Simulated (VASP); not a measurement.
# Cd (Fm-3m) in VASP: a series of runs

Cd is run at these levels: PBEsol; tasks: single point.

All numbers are computed with VASP 6.6.1; they aren't measurements. Logs are shortened: lines on timing, memory, paths and dates and some standing lists are left out, and cuts for length are marked.

## Step 1: The cell of the first run

It takes space group Fm-3m (No. 225, cubic). The conventional cell has a = 3.303 Å, b = 3.303 Å, c = 3.303 Å, α = 90.00°, β = 90.00°, γ = 90.00°. Within 3.1 Å of Cd (site symmetry m-3m) lie 12 Cd at 2.34 Å.

This isn't the form of Cd at room conditions, which is hcp.

## Step 2: Single point, PBEsol (9.01 Å³/atom)

Input file INCAR:

```
SYSTEM = Cd
ALGO = Normal ; EDIFF = 1E-6
ENCUT = 520 ; GGA = PS
ISIF = 2 ; ISMEAR = -1
LASPH = .TRUE. ; LCHARG = .FALSE.
LREAL = .FALSE. ; LWAVE = .FALSE.
NBANDS = 12 ; NELM = 60
PREC = Accurate ; SIGMA = 0.08
```

Input file KPOINTS:

```
k-points
0
G
  17 17 17
  0 0 0
```

Input file POSCAR:

```
Cd
1.0
    0.0000000000      1.6515521524      1.6515521524
    1.6515521524      0.0000000000      1.6515521524
    1.6515521524      1.6515521524      0.0000000000
Cd
1
Direct
    0.0000000000      0.0000000000      0.0000000000
```

Potentials or basis: VASP PAW PBE potentials, release 64 (Cd).

The run is started by

```bash
$ cat potpaw_PBE.64/Cd/POTCAR > POTCAR
$ mpirun -np 1 vasp_std > vasp.out
```

OUTCAR:

```text
SYSTEM = Cd
   EDIFF = 1E-6
   ENCUT = 520
   GGA = PS
   ISIF = 2
   ISMEAR = -1
   LASPH = .TRUE.
   LREAL = .FALSE.
   NELM = 60
   PREC = Accurate

 ion  position               nearest neighbor table
   1  0.000  0.000  0.000-

  LATTYP: Found a face centered cubic cell.
 ALAT       =     3.3031043048

  Lattice vectors:

 A1 = (   0.0000000000,   1.6515521524,   1.6515521524)
 A2 = (   1.6515521524,   0.0000000000,   1.6515521524)
 A3 = (   1.6515521524,   1.6515521524,   0.0000000000)

Analysis of symmetry for initial positions (statically):
=====================================================================
 Subroutine PRICEL returns:
 Original cell was already a primitive cell.

 Routine SETGRP: Setting up the symmetry group for a
 face centered cubic supercell.

 Subroutine GETGRP returns: Found 48 space group operations
 (whereof 48 operations were pure point group operations)
 out of a pool of 48 trial point group operations.

The static configuration has the point symmetry O_h .

Analysis of symmetry for dynamics (positions and initial velocities):
=====================================================================
 Subroutine PRICEL returns:
 Original cell was already a primitive cell.

 Routine SETGRP: Setting up the symmetry group for a
 face centered cubic supercell.

 Subroutine GETGRP returns: Found 48 space group operations
 (whereof 48 operations were pure point group operations)
 out of a pool of 48 trial point group operations.

The dynamic configuration has the point symmetry O_h .

 Subroutine INISYM returns: Found 48 space group operations
 (whereof 48 operations are pure point group operations),
 and found     1 'primitive' translations

----------------------------------------------------------------------------------------

                                     Primitive cell

  volume of cell :       9.0096

  direct lattice vectors                    reciprocal lattice vectors
     0.000000000  1.651552152  1.651552152    -0.302745511  0.302745511  0.302745511
     1.651552152  0.000000000  1.651552152     0.302745511 -0.302745511  0.302745511
     1.651552152  1.651552152  0.000000000     0.302745511  0.302745511 -0.302745511

  length of vectors
     2.335647453  2.335647453  2.335647453     0.524370606  0.524370606  0.524370606

  position of ions in fractional coordinates (direct lattice)
     0.000000000  0.000000000  0.000000000

  ion indices of the primitive-cell ions
   primitive index   ion index
                 1           1

----------------------------------------------------------------------------------------

 KPOINTS: k-points

Automatic generation of k-mesh.
 Grid dimensions read from file:
 generate k-points for:   17   17   17

 Generating k-lattice:

  Cartesian coordinates                     Fractional coordinates (reciprocal lattice)
    -0.017808559  0.017808559  0.017808559     0.058823529  0.000000000  0.000000000
     0.017808559 -0.017808559  0.017808559     0.000000000  0.058823529  0.000000000
     0.017808559  0.017808559 -0.017808559     0.000000000  0.000000000  0.058823529

  Length of vectors
     0.030845330  0.030845330  0.030845330

  Shift w.r.t. Gamma in fractional coordinates (k-lattice)
     0.000000000  0.000000000  0.000000000

 Subroutine IBZKPT returns following result:
 ===========================================

 Found    165 irreducible k-points:

 Following reciprocal coordinates:
            Coordinates               Weight
  0.000000  0.000000  0.000000      1.000000
  0.058824  0.000000  0.000000      8.000000
  0.117647  0.000000  0.000000      8.000000
  0.176471  0.000000  0.000000      8.000000
  0.235294  0.000000  0.000000      8.000000
  0.294118  0.000000  0.000000      8.000000
[... 16 lines left out ...]
 -0.176471  0.058824  0.000000     24.000000
 -0.117647  0.058824  0.000000     24.000000
 [... further k-points ...]
   k-points           NKPTS =    165   k-points in BZ     NKDIM =    165   number of bands    NBANDS=     12
   number of dos      NEDOS =    301   number of ions     NIONS =      1
   total plane-waves  NPLWV =   5832
   dimension x,y,z NGX =    18 NGY =   18 NGZ =   18
   dimension x,y,z NGXF=    36 NGYF=   36 NGZF=   36
   ions per type =               1
   NGX,Y,Z   is equivalent  to a cutoff of  12.81, 12.81, 12.81 a.u.
   NGXF,Y,Z  is equivalent  to a cutoff of  25.62, 25.62, 25.62 a.u.
 SYSTEM =  Cd
   PREC   = accura    normal or accurate (medium, high low for compatibility)
   ISTART =      0    job   : 0-new  1-cont  2-samecut
   ICHARG =      2    charge: 1-file 2-atom 10-const
   ISPIN  =      1    spin polarized calculation?
   LNONCOLLINEAR =      F non collinear calculations
   LSORBIT =      F    spin-orbit coupling
   LASPH  =      T    aspherical Exc in radial PAW
   ENCUT  =  520.0 eV  38.22 Ry    6.18 a.u.   4.34  4.34  4.34*2*pi/ulx,y,z
   NELM   =     60;   NELMIN=  2; NELMDL= -5     # of ELM steps
   EDIFF  = 0.1E-05   stopping-criterion for ELM
   LREAL  =      F    real-space projection
   EDIFFG = 0.1E-04   stopping-criterion for IOM
   NSW    =      0    number of steps for IOM
   IBRION =     -1    ionic relax: 0-MD 1-quasi-New 2-CG
   NFREE  =      0    steps in history (QN), initial steepest desc. (CG)
   ISIF   =      2    stress and relaxation
   ISYM   =      2    0-nonsym 1-usesym 2-fastsym
   POTIM  = 0.5000    time-step for ionic-motion
   TEBEG  =    0.0;   TEEND  =   0.0 temperature during run
   PSTRESS=    0.0 pullay stress
   NELECT =      12.0000    total number of electrons
   NUPDOWN=      -1.0000    fix difference up-down
   EMIN   =  10.00;   EMAX   =-10.00  energy-range for DOS
   EFERMI =   0.00;   METHOD = LEGACY
   ISMEAR =    -1;   SIGMA  =   0.08  broadening in eV -4-tet -1-fermi 0-gaus
   EFERMI_NEDOS =   21; number of points for ismear=-14 and -15
   IALGO  =     38    algorithm
   IMIX   =      4    mixing-type and parameters
     AMIX     =   0.40;   BMIX     =  1.00
     AMIX_MAG =   1.60;   BMIX_MAG =  1.00
  volume/ion in A,a.u.               =       9.01        60.80
  Fermi-wavevector in a.u.,A,eV,Ry     =   1.801218  3.403809 44.142557  3.244386
  Thomas-Fermi vector in A             =   2.861785
   LORBIT       =      0    0 simple, 1 ext, 2 COOP (PROOUT), +10 PAW based schemes
   GGA     = PS    functional components
   LHFCALC =     F    Hartree Fock is set to
   AEXX    =    0.0000 exact exchange contribution
   IVDW    =     0    specifies the selected vdW correction
   LEPSILON=     F    determine dielectric tensor
   LRPA    =     F    only Hartree local field effects (RPA)
 non-spin polarized calculation
  energy-cutoff  :      520.00
  volume of cell :        9.01
 maximum number of plane-waves:       259
 NGX is ok and might be reduce to    18
   NGX =  9   NGY =  9   NGZ =  9

 number of electron      12.0000006 magnetization

 Free energy of the ion-electron system (eV)
  ---------------------------------------------------
  ext. energy  EPLUGINS =         0.00000000
  ---------------------------------------------------
  free energy    TOTEN  =         7.01284840 eV

  energy without entropy =        7.01876937  energy(sigma->0) =        7.01580888

 E-fermi :  16.1080     XC(G=0): -16.7030

 val. band max:       16.0896672162   @ k =  -0.2941   0.4118   0.1765
 cond. band min:      16.1080940916   @ k =  -0.2941   0.4706   0.1765
 fundamental gap:      0.0184268754
 Fermi energy:        16.1080196373

 k-point     1 :       0.0000    0.0000    0.0000
  band No.  band energies     occupation
      1      -5.0915      2.00000
      2      -1.1278      2.00000
      3      -1.1278      2.00000
      4      -1.1278      2.00000
      5       1.4712      2.00000
      6       1.4712      2.00000
      7      28.8694      0.00000
      8      36.1405      0.00000
      9      36.1405      0.00000
     10      36.1405      0.00000
     11      41.1928      0.00000
     12      46.9494      0.00000

 k-point     2 :       0.0588    0.0000    0.0000
  band No.  band energies     occupation
      1      -4.9072      2.00000
      2      -1.1919      2.00000
      3      -1.0551      2.00000
      4      -1.0551      2.00000
      5       1.4371      2.00000
      6       1.4371      2.00000
      7      29.0577      0.00000
      8      34.6724      0.00000
      9      36.3247      0.00000
     10      36.3247      0.00000
     11      42.3878      0.00000
     12      46.6640      0.00000

 k-point     3 :       0.1176    0.0000    0.0000
  band No.  band energies     occupation
      1      -4.4046      2.00000
      2      -1.3205      2.00000
      3      -0.8697      2.00000
      4      -0.8697      2.00000
      5       1.3712      2.00000
      6       1.3712      2.00000
      7      29.4573      0.00000
      8      32.1694      0.00000
      9      36.8371      0.00000
     10      36.8371      0.00000
     11      42.6137      0.00000
     12      45.8828      0.00000
[... 286 lines left out ...]
 k-point    23 :      -0.1765    0.0588    0.0000
  band No.  band energies     occupation
      1      -3.5137      2.00000
      2      -1.3734      2.00000
      3      -0.5507      2.00000
      4      -0.5044      2.00000
      5       1.0772      2.00000
      6       1.8774      2.00000
      7      28.0924      0.00000
      8      30.4193      0.00000
      9      36.1640      0.00000
     10      39.1106      0.00000
     11      40.1267      0.00000
     12      44.4531      0.00000

 k-point    24 :      -0.1176    0.0588    0.0000
  band No.  band energies     occupation
      1      -4.0432      2.00000
      2      -1.4914      2.00000
      3      -0.7441      2.00000
      4      -0.6580      2.00000
      5       1.1050      2.00000
      6       1.6023      2.00000
      7      29.6385      0.00000
      8      31.2169      0.00000
      9      35.7986      0.00000
     10      37.9830      0.00000
     11      41.6634      0.00000
     12      45.9923      0.00000

 [... further k-points ...]

------------------------ aborting loop because EDIFF is reached ----------------------------------------

  FORCE on cell =-STRESS in cart. coord.  units (eV):
  Direction    XX          YY          ZZ          XY          YZ          ZX
  --------------------------------------------------------------------------------------
  -------------------------------------------------------------------------------------
  Total       30.0071465     30.0071465     30.0071465     -0.0000000      0.0000000      0.0000000
  in kB     5336.1546586   5336.1546586   5336.1546586     -0.0000000      0.0000000      0.0000000
  external PRESSURE =    5336.1546586 kB  Pullay stress =       0.0000000 kB

 VOLUME and BASIS-vectors are now :
 -----------------------------------------------------------------------------
  energy-cutoff  :      520.00
  volume of cell :        9.01
      direct lattice vectors                 reciprocal lattice vectors
     0.000000000  1.651552152  1.651552152    -0.302745511  0.302745511  0.302745511
     1.651552152  0.000000000  1.651552152     0.302745511 -0.302745511  0.302745511
     1.651552152  1.651552152  0.000000000     0.302745511  0.302745511 -0.302745511

 POSITION                                       TOTAL-FORCE (eV/Angst)
 -----------------------------------------------------------------------------------
      0.00000      0.00000      0.00000         0.000000      0.000000      0.000000
 -----------------------------------------------------------------------------------
    total drift:                                0.000000     -0.000000     -0.000000

  FREE ENERGIE OF THE ION-ELECTRON SYSTEM (eV)
  ---------------------------------------------------
  free  energy   TOTEN  =         7.0128483953 eV

  energy  without entropy=        7.0187693725  energy(sigma->0) =        7.01580888
```

Run time: 9.4 s. Hardware: 1 thread of Intel Xeon Platinum 8488C (Sapphire Rapids), shared host; peak memory 0.12 GiB.

Results:

* Free energy: 7.0128 eV
* Pressure: 533.6 GPa
* Band gap on the k mesh: zero (bands 6 and 7 overlap by 0.38 eV)

Caveat: the cell stands under pressure; the PAW data sets were made with another functional, which shifts forces and pressure a little.

[end of part 1 of 3]

The gap in the log of VASP goes by the Fermi energy; the results here count the filled bands.